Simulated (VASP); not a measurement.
# TiN (qlda) (Fm-3m) in VASP: a series of runs, part 2 of 2

VASP 6.6.1. The steps go on from the part before.

### Step 5. Single point, LDA

INCAR reads:

```
PREC     = Accurate       # precision mode
ENCUT    = 520            # plane-wave cutoff, eV
EDIFF    = 1E-7           # SCF threshold, eV
ISMEAR   = 0              # smearing method
SIGMA    = 0.1            # smearing width, eV
LREAL    = False          # projectors in reciprocal space
LASPH    = True           # aspherical terms in the spheres
NELM     = 60             # most SCF steps
ALGO     = Normal         # electronic algorithm
ISIF     = 2              # what is computed and relaxed
LWAVE    = False          # write WAVECAR
LCHARG   = False          # write CHGCAR
NBANDS   = 16             # bands
```

KPOINTS reads:

```
Automatic mesh
0
Gamma
  14 14 14
```

POSCAR reads:

```
TiN
1.0
    0.0000000000      2.0859620364      2.0859620364
    2.0859620364      0.0000000000      2.0859620364
    2.0859620364      2.0859620364      0.0000000000
Ti N
1 1
Direct
    0.0000000000      0.0000000000      0.0000000000
    0.5000000000      0.5000000000      0.5000000000
```

Potentials or basis: VASP PAW LDA potentials, release 64 (Ti_sv, N).

The run is started by

```bash
$ cat potpaw_LDA.64/Ti_sv/POTCAR potpaw_LDA.64/N/POTCAR > POTCAR
$ mpirun -np 1 vasp_std > vasp.out
```

OUTCAR:

```text
PREC = Accurate
   ENCUT = 520
   EDIFF = 1E-7
   ISMEAR = 0
   LREAL = False
   LASPH = True
   NELM = 60
   ISIF = 2

 ion  position               nearest neighbor table
   1  0.000  0.000  0.000-   2 2.09   2 2.09   2 2.09   2 2.09   2 2.09   2 2.09
   2  0.500  0.500  0.500-   1 2.09   1 2.09   1 2.09   1 2.09   1 2.09   1 2.09

  LATTYP: Found a face centered cubic cell.
 ALAT       =     4.1719240728

  Lattice vectors:

 A1 = (   0.0000000000,   2.0859620364,   2.0859620364)
 A2 = (   2.0859620364,   0.0000000000,   2.0859620364)
 A3 = (   2.0859620364,   2.0859620364,   0.0000000000)

Analysis of symmetry for initial positions (statically):
=====================================================================
 Subroutine PRICEL returns:
 Original cell was already a primitive cell.

 Routine SETGRP: Setting up the symmetry group for a
 face centered cubic supercell.

 Subroutine GETGRP returns: Found 48 space group operations
 (whereof 48 operations were pure point group operations)
 out of a pool of 48 trial point group operations.

The static configuration has the point symmetry O_h .

Analysis of symmetry for dynamics (positions and initial velocities):
=====================================================================
 Subroutine PRICEL returns:
 Original cell was already a primitive cell.

 Routine SETGRP: Setting up the symmetry group for a
 face centered cubic supercell.

 Subroutine GETGRP returns: Found 48 space group operations
 (whereof 48 operations were pure point group operations)
 out of a pool of 48 trial point group operations.

The dynamic configuration has the point symmetry O_h .

 Subroutine INISYM returns: Found 48 space group operations
 (whereof 48 operations are pure point group operations),
 and found     1 'primitive' translations

----------------------------------------------------------------------------------------

                                     Primitive cell

  volume of cell :      18.1530

  direct lattice vectors                    reciprocal lattice vectors
     0.000000000  2.085962036  2.085962036    -0.239697555  0.239697555  0.239697555
     2.085962036  0.000000000  2.085962036     0.239697555 -0.239697555  0.239697555
     2.085962036  2.085962036  0.000000000     0.239697555  0.239697555 -0.239697555

  length of vectors
     2.949995802  2.949995802  2.949995802     0.415168344  0.415168344  0.415168344

  position of ions in fractional coordinates (direct lattice)
     0.000000000  0.000000000  0.000000000
     0.500000000  0.500000000  0.500000000

  ion indices of the primitive-cell ions
   primitive index   ion index
                 1           1
                 2           2

----------------------------------------------------------------------------------------

 KPOINTS: Automatic mesh

Automatic generation of k-mesh.
 Grid dimensions read from file:
 generate k-points for:   14   14   14

 Generating k-lattice:

  Cartesian coordinates                     Fractional coordinates (reciprocal lattice)
    -0.017121254  0.017121254  0.017121254     0.071428571  0.000000000  0.000000000
     0.017121254 -0.017121254  0.017121254     0.000000000  0.071428571  0.000000000
     0.017121254  0.017121254 -0.017121254     0.000000000  0.000000000  0.071428571

  Length of vectors
     0.029654882  0.029654882  0.029654882

  Shift w.r.t. Gamma in fractional coordinates (k-lattice)
     0.000000000  0.000000000  0.000000000

 Subroutine IBZKPT returns following result:
 ===========================================

 Found    104 irreducible k-points:

 Following reciprocal coordinates:
            Coordinates               Weight
  0.000000  0.000000  0.000000      1.000000
  0.071429  0.000000  0.000000      8.000000
  0.142857  0.000000  0.000000      8.000000
  0.214286  0.000000  0.000000      8.000000
  0.285714  0.000000  0.000000      8.000000
  0.357143  0.000000  0.000000      8.000000
[... 16 lines left out ...]
  0.214286  0.142857  0.000000     24.000000
  0.285714  0.142857  0.000000     24.000000
 [... further k-points ...]
   k-points           NKPTS =    104   k-points in BZ     NKDIM =    104   number of bands    NBANDS=     16
   number of dos      NEDOS =    301   number of ions     NIONS =      2
   total plane-waves  NPLWV =  13824
   dimension x,y,z NGX =    24 NGY =   24 NGZ =   24
   dimension x,y,z NGXF=    48 NGYF=   48 NGZF=   48
   ions per type =               1   1
   NGX,Y,Z   is equivalent  to a cutoff of  13.53, 13.53, 13.53 a.u.
   NGXF,Y,Z  is equivalent  to a cutoff of  27.05, 27.05, 27.05 a.u.
 SYSTEM =  unknown system
   PREC   = accura    normal or accurate (medium, high low for compatibility)
   ISTART =      0    job   : 0-new  1-cont  2-samecut
   ICHARG =      2    charge: 1-file 2-atom 10-const
   ISPIN  =      1    spin polarized calculation?
   LNONCOLLINEAR =      F non collinear calculations
   LSORBIT =      F    spin-orbit coupling
   LASPH  =      T    aspherical Exc in radial PAW
   ENCUT  =  520.0 eV  38.22 Ry    6.18 a.u.   5.49  5.49  5.49*2*pi/ulx,y,z
   NELM   =     60;   NELMIN=  2; NELMDL= -5     # of ELM steps
   EDIFF  = 0.1E-06   stopping-criterion for ELM
   LREAL  =      F    real-space projection
   EDIFFG = 0.1E-05   stopping-criterion for IOM
   NSW    =      0    number of steps for IOM
   IBRION =     -1    ionic relax: 0-MD 1-quasi-New 2-CG
   NFREE  =      0    steps in history (QN), initial steepest desc. (CG)
   ISIF   =      2    stress and relaxation
   ISYM   =      2    0-nonsym 1-usesym 2-fastsym
   POTIM  = 0.5000    time-step for ionic-motion
   TEBEG  =    0.0;   TEEND  =   0.0 temperature during run
   PSTRESS=    0.0 pullay stress
   NELECT =      17.0000    total number of electrons
   NUPDOWN=      -1.0000    fix difference up-down
   EMIN   =  10.00;   EMAX   =-10.00  energy-range for DOS
   EFERMI =   0.00;   METHOD = LEGACY
   ISMEAR =     0;   SIGMA  =   0.10  broadening in eV -4-tet -1-fermi 0-gaus
   EFERMI_NEDOS =   21; number of points for ismear=-14 and -15
   IALGO  =     38    algorithm
   IMIX   =      4    mixing-type and parameters
     AMIX     =   0.40;   BMIX     =  1.00
     AMIX_MAG =   1.60;   BMIX_MAG =  1.00
  volume/ion in A,a.u.               =       9.08        61.25
  Fermi-wavevector in a.u.,A,eV,Ry     =   1.601676  3.026729 34.903935  2.565367
  Thomas-Fermi vector in A             =   2.698617
   LORBIT       =      0    0 simple, 1 ext, 2 COOP (PROOUT), +10 PAW based schemes
   GGA     = CA    functional components
   LHFCALC =     F    Hartree Fock is set to
   AEXX    =    0.0000 exact exchange contribution
   IVDW    =     0    specifies the selected vdW correction
   LEPSILON=     F    determine dielectric tensor
   LRPA    =     F    only Hartree local field effects (RPA)
 non-spin polarized calculation
 Gauss-broadening in eV      SIGMA  =   0.10
  energy-cutoff  :      520.00
  volume of cell :       18.15
 maximum number of plane-waves:       531
 NGX is ok and might be reduce to    24
   NGX = 11   NGY = 11   NGZ = 11

 number of electron      16.9999996 magnetization

 Free energy of the ion-electron system (eV)
  ---------------------------------------------------
  ext. energy  EPLUGINS =         0.00000000
  ---------------------------------------------------
  free energy    TOTEN  =       -21.67158129 eV

  energy without entropy =      -21.66684471  energy(sigma->0) =      -21.66921300

 E-fermi :  11.8644     XC(G=0): -13.6462

 val. band max:       11.8533807439   @ k =  -0.0714   0.0714   0.0000
 cond. band min:      11.8859222456   @ k =   0.5000   0.2857   0.1429
 fundamental gap:      0.0325415017
 Fermi energy:        11.8644215444

 k-point     1 :       0.0000    0.0000    0.0000
  band No.  band energies     occupation
      1     -45.2109      2.00000
      2     -21.5262      2.00000
      3     -21.5262      2.00000
      4     -21.5262      2.00000
      5      -5.2654      2.00000
      6       9.8073      2.00000
[... 8 lines left out ...]
     15      25.1953      0.00000
     16      32.3429      0.00000
[... 419 lines left out ...]
 k-point    24 :       0.2857    0.1429    0.0000
  band No.  band energies     occupation
      1     -45.1349      2.00000
      2     -21.9220      2.00000
      3     -21.6164      2.00000
      4     -21.6030      2.00000
      5      -4.0106      2.00000
      6       5.7431      2.00000
[... 8 lines left out ...]
     15      25.5561      0.00000
     16      29.2782      0.00000

 [... further k-points ...]
[... 5 lines left out ...]
  --------------------------------------------------------------------------------------
  -------------------------------------------------------------------------------------
  Total        0.1174794      0.1174794      0.1174794      0.0000000      0.0000000     -0.0000000
  in kB       10.3686686     10.3686686     10.3686686      0.0000000      0.0000000     -0.0000000
  external PRESSURE =      10.3686686 kB  Pullay stress =       0.0000000 kB

 VOLUME and BASIS-vectors are now :
 -----------------------------------------------------------------------------
  energy-cutoff  :      520.00
  volume of cell :       18.15
      direct lattice vectors                 reciprocal lattice vectors
     0.000000000  2.085962036  2.085962036    -0.239697555  0.239697555  0.239697555
     2.085962036  0.000000000  2.085962036     0.239697555 -0.239697555  0.239697555
     2.085962036  2.085962036  0.000000000     0.239697555  0.239697555 -0.239697555

 POSITION                                       TOTAL-FORCE (eV/Angst)
 -----------------------------------------------------------------------------------
      0.00000      0.00000      0.00000         0.000000      0.000000      0.000000
      2.08596      2.08596      2.08596        -0.000000     -0.000000     -0.000000
 -----------------------------------------------------------------------------------
    total drift:                                0.000000     -0.000000     -0.000000

  FREE ENERGIE OF THE ION-ELECTRON SYSTEM (eV)
  ---------------------------------------------------
  free  energy   TOTEN  =       -21.6715812915 eV

  energy  without entropy=      -21.6668447114  energy(sigma->0) =      -21.66921300
```

Wall time 17 s (1 thread of Intel Xeon Platinum 8488C (Sapphire Rapids), shared host); peak memory 0.15 GiB.

What came out:

| Item | Value |
| --- | --- |
| Free energy | -21.6716 eV |
| Pressure | 1.0 GPa |

### Step 6. Single point, LDA

INCAR reads:

```
PREC = Accurate ; ENCUT = 520
EDIFF = 1E-6 ; ISMEAR = -1
SIGMA = 0.15 ; LREAL = F
LASPH = T ; NELM = 100
ALGO = Normal ; ISIF = 2
LWAVE = F ; LCHARG = T
GGA = CA ; LELF = T
LVHAR = T ; NBANDS = 16
```

KPOINTS reads:

```
Automatic mesh
0
Gamma
  16 16 16
```

POSCAR reads:

```
TiN
1.0
    0.0000000000      2.0865879584      2.0865879584
    2.0865879584      0.0000000000      2.0865879584
    2.0865879584      2.0865879584      0.0000000000
Ti N
1 1
Direct
    0.0000000000      0.0000000000      0.0000000000
    0.5000000000      0.5000000000      0.5000000000
```

Potentials or basis: VASP PAW LDA potentials, release 64 (Ti_sv, N).

The run is started by

```bash
$ cat potpaw_LDA.64/Ti_sv/POTCAR potpaw_LDA.64/N/POTCAR > POTCAR
$ mpirun -np 1 vasp_std > vasp.out
```

Wall time 22 s (1 thread of Intel Xeon Platinum 8488C (Sapphire Rapids), shared host); peak memory 0.16 GiB.

Results (log left out):

- Free energy: -21.7016 eV
- Pressure: 1.0 GPa

Levels at points of the mesh, in eV from the Fermi level:
| k point | band 5 | band 6 | band 7 | band 8 | band 9 | band 10 | band 11 | band 12 |
| --- | --- | --- | --- | --- | --- | --- | --- | --- |
| (0.00, 0.00, 0.00) | -17.10 | -2.04 | -2.04 | -2.04 | -0.66 | -0.66 | -0.66 | 0.63 |
| (0.50, 0.00, 0.00) | -14.36 | -8.34 | -5.71 | -5.71 | 1.85 | 1.85 | 2.58 | 6.17 |
| (0.50, 0.50, 0.00) | -15.67 | -5.85 | -3.30 | -3.23 | -3.23 | 1.78 | 2.61 | 2.61 |

### Step 7. Summary

| task | cell | k mesh | cutoff (eV) | smearing | gap on the mesh (eV) | pressure (GPa) |
| --- | --- | --- | --- | --- | --- | --- |
| single point | a = 2.950 Å, angles 60.0°, 2 atoms | 8 × 8 × 8 | 520 | gaussian 0.1 eV | none | 1.1 |
| single point | a = 2.999 Å, angles 60.0°, 2 atoms | 8 × 8 × 8 | 520 | gaussian 0.1 eV | none | -13.1 |
| relaxation of cell and atoms | relaxed from a = 2.999 Å, angles 60.0°, 2 atoms | 8 × 8 × 8 | 600 | gaussian 0.1 eV | none | -0.3 |
| single point | a = 2.950 Å, angles 60.0°, 2 atoms | 14 × 14 × 14 | 520 | gaussian 0.1 eV | none | 1.0 |
| single point | a = 2.951 Å, angles 60.0°, 2 atoms | 16 × 16 × 16 | 520 | fermi-dirac 0.15 eV | none | 1.0 |

Alike in all rows: level LDA; potentials or basis VASP PAW LDA potentials, release 64 (Ti_sv, N); no spin polarisation.

Every run on the cell as given and a fine mesh finds a metal.

Total energies depend on the potentials used, so only differences within one code and one set of settings carry meaning.
